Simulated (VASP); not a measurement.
Write the native input for VASP 6.6.1 that does the following.

```yaml
Task: single point
Functional: PBE0
Potentials_or_basis: VASP PAW PBE potentials, release 64 (In_d)
Cutoff: 520 eV
k_mesh: 6 × 6 × 6
Occupations: fermi-dirac, width 0.05 eV
Spin: no spin polarisation
Dipole_correction: no
Grid_for_exact_exchange_PRECFOCK: Normal
Further_INCAR_settings: ALGO = Normal; EDIFF = 1e-07; NBANDS = 12
Share_of_exact_exchange: 0.25
```

In:

```
In
1.0
    -1.64686    1.64686    2.50625
     1.64686   -1.64686    2.50625
     1.64686    1.64686   -2.50625
In
1
Direct
  0.00000 0.00000 0.00000
```

The input as run:

POSCAR

```
In
1.0
   -1.6468602161      1.6468602161      2.5062524172
    1.6468602161     -1.6468602161      2.5062524172
    1.6468602161      1.6468602161     -2.5062524172
In
1
Direct
    0.0000000000      0.0000000000      0.0000000000
```

INCAR.step1

```
PREC = Accurate
ENCUT = 520
EDIFF = 1E-5
ISMEAR = -1
SIGMA = 0.05
LREAL = False
LASPH = True
NELM = 80
ALGO = Normal
ISIF = 2
LWAVE = True
LCHARG = False
NBANDS = 12
GGA = PE
```

INCAR.step2

```
PREC = Accurate
ENCUT = 520
EDIFF = 1E-7
ISMEAR = -1
SIGMA = 0.05
LREAL = False
LASPH = True
NELM = 80
ALGO = Normal
ISIF = 2
LWAVE = False
LCHARG = False
GGA = PE
LHFCALC = True
AEXX = 0.25
PRECFOCK = Normal
NBANDS = 12
ISTART = 1
```

KPOINTS

```
regular mesh
0
Gamma
  6 6 6
```

Potentials or basis: VASP PAW PBE potentials, release 64 (In_d).

Launch:

```console
$ cat potpaw_PBE.64/In_d/POTCAR > POTCAR
$ cp INCAR.step1 INCAR
$ mpirun -np 1 vasp_std > vasp.out
$ cp INCAR.step2 INCAR
$ mpirun -np 1 vasp_std > vasp.out
```

Results of the run:

- Pressure: -1.3 GPa
- Band gap on the k mesh: zero (an odd number of electrons rules out a gap without spin polarisation)

Caveat: the k points lie up to 0.38 Å⁻¹ apart, too coarse for converged energies and pressures of a metal; the PAW data sets were made with another functional, which shifts forces and pressure a little; spin-orbit coupling is left out, which moves the levels of the heavy elements.

Wall time 19 min on 1 thread of Intel(R) Xeon(R) 6975P-C (Granite Rapids), on a shared host, peak memory 0.18 GiB.
